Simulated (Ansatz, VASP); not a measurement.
**One calculation of Pb, two programs**

```
CELL_PARAMETERS angstrom
-2.89652 2.89652 1.67106
2.89652 -2.89652 1.67106
2.89652 2.89652 -1.67106
ATOMIC_POSITIONS crystal
Pb 0.25000 0.75000 0.50000
Pb 0.50000 0.50000 0.00000
```

Alike in both runs: task single point; functional PBE; k mesh 14 × 14 × 14; occupations gaussian, width 0.1 eV; no spin polarisation.

```csv
,VASP,Ansatz
version,VASP 6.6.1,Ansatz 0.2.0
potentials or method,"VASP PAW PBE potentials, release 64 (Pb_d), cutoff 520 eV","scalar-relativistic, plane waves, PAW"
valence electrons in the cell,28,28
```

```tsv
	VASP	Ansatz	Ansatz less VASP
gap on the k mesh at the Fermi level (eV)	none	none	-
pressure (GPa)	10.0	10.0	+0.09
traceless stress, the component that is largest in VASP (GPa)	-3.90	-3.90	-0.005
```

A gap of «none» marks a metal or a gap that the smearing closes. The functional is the same, so the differences come from potentials, cutoffs and numerics.

Spin-orbit coupling is off throughout.
